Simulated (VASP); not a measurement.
# Co (P6_3/mmc) in VASP: settings compared, part 3 of 3

VASP 6.6.1. Earlier steps stand in the parts before.

## (5) Single point, PBE, collinear spin, ferromagnetic start

This run uses another cell than the first one, of 10.81 Å³/atom.

INCAR

```
PREC     = Accurate       # precision mode
ENCUT    = 520            # plane-wave cutoff, eV
EDIFF    = 1E-7           # SCF threshold, eV
ISMEAR   = -1             # smearing method
SIGMA    = 0.05           # smearing width, eV
LREAL    = F              # projectors in reciprocal space
LASPH    = T              # aspherical terms in the spheres
NELM     = 150            # most SCF steps
ALGO     = Fast           # electronic algorithm
ISIF     = 2              # what is computed and relaxed
LWAVE    = F              # write WAVECAR
LCHARG   = F              # write CHGCAR
ISPIN    = 2              # spin polarisation
MAGMOM   = 2 2 2 2        # initial moments
LORBIT   = 11             # projections on sites
LMAXMIX  = 4              # l up to which the mixer works
GGA      = PE             # functional
NBANDS   = 30             # bands
```

KPOINTS

```
regular mesh
0
Gamma
  12 12 4
```

POSCAR

```
Co
1.0
    2.4904239036      0.0000000000      0.0000000000
   -1.2452119518      2.1567703667      0.0000000000
    0.0000000000      0.0000000000      8.0537759400
Co
4
Direct
    0.6666666667      0.3333333333      0.7500000000
    0.0000000000      0.0000000000      0.5000000000
    0.3333333333      0.6666666667      0.2500000000
    0.0000000000      0.0000000000      0.0000000000
```

Potentials or basis: VASP PAW PBE potentials, release 64 (Co).

Started as:

```
$ cat potpaw_PBE.64/Co/POTCAR > POTCAR
$ mpirun -np 1 vasp_std > vasp.out
```

OUTCAR:

```text
PREC = Accurate
   ENCUT = 520
   EDIFF = 1E-7
   ISMEAR = -1
   LREAL = F
   LASPH = T
   NELM = 150
   ISIF = 2
   ISPIN = 2
   LORBIT = 11
   GGA = PE

 ion  position               nearest neighbor table
   1  0.667  0.333  0.750-   2 2.47   4 2.47   2 2.47   4 2.47   2 2.47   4 2.47
   2  0.000  0.000  0.500-   1 2.47   3 2.47   3 2.47   1 2.47   1 2.47   3 2.47
   3  0.333  0.667  0.250-   2 2.47   4 2.47   2 2.47   4 2.47   2 2.47   4 2.47
   4  0.000  0.000  0.000-   1 2.47   3 2.47   3 2.47   1 2.47   1 2.47   3 2.47

  LATTYP: Found a hexagonal cell.
 ALAT       =     2.4904239036
 C/A-ratio  =     3.2338976222

  Lattice vectors:

 A1 = (   2.4904239036,   0.0000000000,   0.0000000000)
 A2 = (  -1.2452119518,   2.1567703667,   0.0000000000)
 A3 = (   0.0000000000,   0.0000000000,   8.0537759400)

Analysis of symmetry for initial positions (statically):
=====================================================================
 Subroutine PRICEL returns:
 Original cell was already a primitive cell.

 Routine SETGRP: Setting up the symmetry group for a
 hexagonal supercell.

 Subroutine GETGRP returns: Found 24 space group operations
 (whereof 12 operations were pure point group operations)
 out of a pool of 24 trial point group operations.

The static configuration has the point symmetry D_3d.
 The point group associated with its full space group is D_6h.

Analysis of symmetry for dynamics (positions and initial velocities):
=====================================================================
 Subroutine PRICEL returns:
 Original cell was already a primitive cell.

 Routine SETGRP: Setting up the symmetry group for a
 hexagonal supercell.

 Subroutine GETGRP returns: Found 24 space group operations
 (whereof 12 operations were pure point group operations)
 out of a pool of 24 trial point group operations.

The dynamic configuration has the point symmetry D_3d.
 The point group associated with its full space group is D_6h.

Analysis of structural, dynamic, and magnetic symmetry:
[... 166 lines left out ...]

 val. band max:       10.3573235703   @ k =   0.5000   0.0000   0.2500
 cond. band min:      10.3608720890   @ k =   0.4167   0.0833   0.2500
 fundamental gap:      0.0035485187
 Fermi energy:        10.3588121698

 spin component 1

 k-point     1 :       0.0000    0.0000    0.0000
  band No.  band energies     occupation
      1       1.3648      1.00000
      2       3.5975      1.00000
      3       3.6267      1.00000
      4       5.1562      1.00000
      5       7.3484      1.00000
      6       7.3806      1.00000
[... 781 lines left out ...]
     29      25.2071      0.00000
     30      25.8671      0.00000

 [... further k-points ...]

 spin component 2

 k-point     1 :       0.0000    0.0000    0.0000
  band No.  band energies     occupation
      1       1.3811      1.00000
      2       3.6999      1.00000
      3       3.7044      1.00000
      4       6.1069      1.00000
      5       8.7130      1.00000
      6       8.7785      1.00000
[... 781 lines left out ...]
     29      25.5774      0.00000
     30      26.2755      0.00000

 [... further k-points ...]

------------------------ aborting loop because EDIFF is reached ----------------------------------------

  FORCE on cell =-STRESS in cart. coord.  units (eV):
  Direction    XX          YY          ZZ          XY          YZ          ZX
  --------------------------------------------------------------------------------------
  -------------------------------------------------------------------------------------
  Total        0.3315481      0.3315481      0.3131807      0.0000000      0.0000000      0.0000000
  in kB       12.2794904     12.2794904     11.5992202      0.0000000      0.0000000      0.0000000
  external PRESSURE =      12.0527336 kB  Pullay stress =       0.0000000 kB

 VOLUME and BASIS-vectors are now :
 -----------------------------------------------------------------------------
  energy-cutoff  :      520.00
  volume of cell :       43.26
      direct lattice vectors                 reciprocal lattice vectors
     2.490423904  0.000000000  0.000000000     0.401538067  0.231828111  0.000000000
    -1.245211952  2.156770367  0.000000000     0.000000000  0.463656222  0.000000000
     0.000000000  0.000000000  8.053775940     0.000000000  0.000000000  0.124165361

 POSITION                                       TOTAL-FORCE (eV/Angst)
 -----------------------------------------------------------------------------------
      1.24521      0.71892      6.04033        -0.000000      0.000000      0.000000
      0.00000      0.00000      4.02689         0.000000      0.000000      0.000000
     -0.00000      1.43785      2.01344        -0.000000     -0.000000     -0.000000
      0.00000      0.00000      0.00000         0.000000      0.000000      0.000000
 -----------------------------------------------------------------------------------
    total drift:                                0.000000     -0.000000      0.000000

  FREE ENERGIE OF THE ION-ELECTRON SYSTEM (eV)
  ---------------------------------------------------
  free  energy   TOTEN  =       -28.1304874398 eV

  energy  without entropy=      -28.0980270292  energy(sigma->0) =      -28.11425723

 total charge

# of ion       s       p       d       tot
------------------------------------------
    1        0.492   0.528   7.256   8.275
    2        0.492   0.525   7.264   8.281
    3        0.492   0.528   7.256   8.275
    4        0.492   0.525   7.264   8.281
--------------------------------------------------
tot          1.968   2.106  29.038  33.113

 magnetization (x)

# of ion       s       p       d       tot
------------------------------------------
    1       -0.013  -0.051   1.742   1.678
    2       -0.013  -0.048   1.721   1.660
    3       -0.013  -0.051   1.742   1.678
    4       -0.013  -0.048   1.721   1.660
--------------------------------------------------
tot         -0.051  -0.198   6.926   6.677
```

OSZICAR:

```text
N       E                     dE             d eps       ncg     rms          rms(c)
DAV:   1     0.238070571420E+03    0.23807E+03   -0.15561E+04  6968   0.162E+03
DAV:   2    -0.172898202041E+02   -0.25536E+03   -0.23801E+03  6840   0.308E+02
[... 13 lines left out ...]
RMM:  16    -0.281304848719E+02    0.22645E-05   -0.11225E-05  9682   0.158E-02    0.120E-02
RMM:  17    -0.281304874037E+02   -0.25317E-05   -0.24019E-06  8529   0.107E-02    0.506E-03
RMM:  18    -0.281304871473E+02    0.25635E-06   -0.11491E-06  8425   0.610E-03    0.174E-03
RMM:  19    -0.281304872617E+02   -0.11437E-06   -0.18032E-07  4728   0.243E-03    0.681E-04
RMM:  20    -0.281304874319E+02   -0.17024E-06   -0.61752E-08  4058   0.179E-03    0.460E-04
RMM:  21    -0.281304874398E+02   -0.78935E-08   -0.32473E-08  3963   0.142E-03
   1 F= -.28130487E+02 E0= -.28114257E+02  d E =-.324604E-01  mag=     6.6093
```

Run time: 98 s. Hardware: 1 thread of Intel Xeon 6975P-C (Granite Rapids), shared host; peak memory 0.24 GiB.

What came out:

| Item | Value |
| --- | --- |
| Free energy | -28.1305 eV |
| Pressure | 1.2 GPa |
| Net moment | 6.61 μB per cell |
| Site moments | Co +1.68, +1.66 (each value once) μB |
| Valence electrons inside the program's atomic spheres | Co 8.28 |

## (6) Single point, PBE, collinear spin, ferromagnetic start

This run uses another cell than the first one, of 10.92 Å³/atom.

INCAR

```
SYSTEM = Co
PREC = Accurate
ENCUT = 520
EDIFF = 1E-7
ISMEAR = -1
SIGMA = 0.05
LREAL = .FALSE.
LASPH = .TRUE.
NELM = 150
ALGO = Fast
ISIF = 2
LWAVE = .FALSE.
LCHARG = .TRUE.
ISPIN = 2
MAGMOM = 2 2 2 2
LORBIT = 11
LMAXMIX = 4
GGA = PE
LELF = .TRUE.
LVHAR = .TRUE.
NBANDS = 30
```

KPOINTS

```
Automatic mesh
0
G
  12 12 4
  0 0 0
```

POSCAR

```
Co
1.0
    2.4980760778      0.0000000000      0.0000000000
   -1.2490380389      2.1633973439      0.0000000000
    0.0000000000      0.0000000000      8.0787908701
Co
4
Direct
    0.6666666667      0.3333333333      0.7500000000
    0.0000000000      0.0000000000      0.5000000000
    0.3333333333      0.6666666667      0.2500000000
    0.0000000000      0.0000000000      0.0000000000
```

Potentials or basis: VASP PAW PBE potentials, release 64 (Co).

Started as:

```
$ cat potpaw_PBE.64/Co/POTCAR > POTCAR
$ mpirun -np 1 vasp_std > vasp.out
```

Wall time 98 s (1 thread of Intel Xeon 6975P-C (Granite Rapids), shared host); peak memory 0.24 GiB.

Results (log left out):

```
Free energy                                           : -28.1311 eV
Pressure                                              : -0.7 GPa
Net moment                                            : 6.64 μB per cell
Site moments                                          : Co +1.69, +1.67 (each value once) μB
Valence electrons inside the program's atomic spheres : Co 8.26
```

Levels at points of the mesh, in eV from the Fermi level:
Spin up:
| k point | band 19 | band 20 | band 21 | band 22 | band 23 | band 24 | band 25 | band 26 |
| --- | --- | --- | --- | --- | --- | --- | --- | --- |
| (0.00, 0.00, 0.00) | -1.55 | -1.22 | -1.22 | -0.83 | -0.83 | -0.14 | 6.24 | 14.89 |
| (0.50, 0.00, 0.00) | -0.59 | -0.57 | 0.24 | 1.35 | 2.38 | 3.00 | 6.83 | 6.85 |
| (0.00, 0.00, 0.50) | -1.69 | -1.69 | -1.00 | -1.00 | -1.00 | -1.00 | 9.29 | 9.29 |
| (0.50, 0.00, 0.50) | -0.63 | -0.63 | 1.18 | 1.18 | 2.72 | 2.72 | 7.21 | 7.21 |
Spin down:
```tsv
k point	band 11	band 12	band 13	band 14	band 15	band 16	band 17	band 18
(0.00, 0.00, 0.00)	-1.03	-0.80	-0.80	-0.77	-0.77	-0.19	0.06	0.06
(0.50, 0.00, 0.00)	-0.73	-0.11	-0.06	0.50	1.15	1.20	1.21	1.22
(0.00, 0.00, 0.50)	-1.01	-1.01	-0.92	-0.92	-0.92	-0.92	0.24	0.24
(0.50, 0.00, 0.50)	-0.82	-0.82	-0.21	-0.21	0.82	0.82	1.17	1.17
```

## (7) The runs side by side

| level | potentials or basis | cell | cutoff (eV) | smearing | gap on the mesh (eV) | pressure (GPa) | moment (μB) |
| --- | --- | --- | --- | --- | --- | --- | --- |
| PBE | VASP PAW PBE potentials, release 64 (Co_sv) | a = 2.471, b = 2.471, c = 8.088 Å, angles 90.0, 90.0, 120.0°, 4 atoms | 690 | gaussian 0.027 eV | none | 3.3 | 6.62 |
| RPBE+D3(BJ) | VASP PAW PBE potentials, release 64 (Co_sv) | a = 2.487, b = 2.487, c = 8.142 Å, angles 90.0, 90.0, 120.0°, 4 atoms | 690 | fermi-dirac 0.05 eV | none | -25.2 | 6.72 |
| PBE | VASP PAW PBE potentials, release 64 (Co) | a = 2.471, b = 2.471, c = 8.088 Å, angles 90.0, 90.0, 120.0°, 4 atoms | 520 | gaussian 0.028 eV | none | 3.8 | 6.58 |
| PBE | VASP PAW PBE potentials, release 64 (Co) | a = 2.490, b = 2.490, c = 8.054 Å, angles 90.0, 90.0, 120.0°, 4 atoms | 520 | fermi-dirac 0.05 eV | none | 1.2 | 6.61 |
| PBE | VASP PAW PBE potentials, release 64 (Co) | a = 2.498, b = 2.498, c = 8.079 Å, angles 90.0, 90.0, 120.0°, 4 atoms | 520 | fermi-dirac 0.05 eV | none | -0.7 | 6.64 |

Alike in all rows: task single point; spin collinear, ferromagnetic start; k mesh 12 × 12 × 4.

Caveats: the cell stands under pressure (at least some runs); the cell stands under tension (at least some runs); the dispersion term is far too large for a dense solid, which distorts pressure and volume (at least some runs); the PAW data sets were made with another functional, which shifts forces and pressure a little (at least some runs).

Absolute energies hang on the potentials; compare differences alone.
